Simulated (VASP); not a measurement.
WC, 2 atoms in the cell. It takes space group Fm-3m (No. 225, cubic). The conventional cell has a = 4.345 Å, b = 4.345 Å, c = 4.345 Å, α = 90.00°, β = 90.00°, γ = 90.00°. W (site symmetry m-3m) has 6 C at 2.17 Å within 2.9 Å. Within 2.9 Å of C (site symmetry m-3m) lie 6 W at 2.17 Å. 

```yaml
Program: VASP 6.6.1
Task: single point
Functional: PBEsol
Potentials_or_basis: VASP PAW PBE potentials, release 64 (W_sv, C)
Cutoff: 520 eV
k_mesh: 14 × 14 × 14
Occupations: gaussian, width 0.15 eV
Spin: no spin polarisation
Dipole_correction: no
Further_INCAR_settings: ALGO = Normal; EDIFF = 1e-06; NBANDS = 16
```

Potentials or basis: VASP PAW PBE potentials, release 64 (W_sv, C).

Run with:

```sh
$ cat potpaw_PBE.64/W_sv/POTCAR potpaw_PBE.64/C/POTCAR > POTCAR
$ mpirun -np 1 vasp_std > vasp.out
```

Hardware: 1 thread of Intel(R) Xeon(R) Platinum 8259CL CPU @ 2.50GHz (Skylake/Cascade Lake) (shared host).

Q: How long does it take, and how much memory?

A: Run time: 17 s on 1 thread of Intel(R) Xeon(R) Platinum 8259CL CPU @ 2.50GHz (Skylake/Cascade Lake) (shared host), peak memory 0.16 GiB. Counts: scf iterations 12, k points 104.
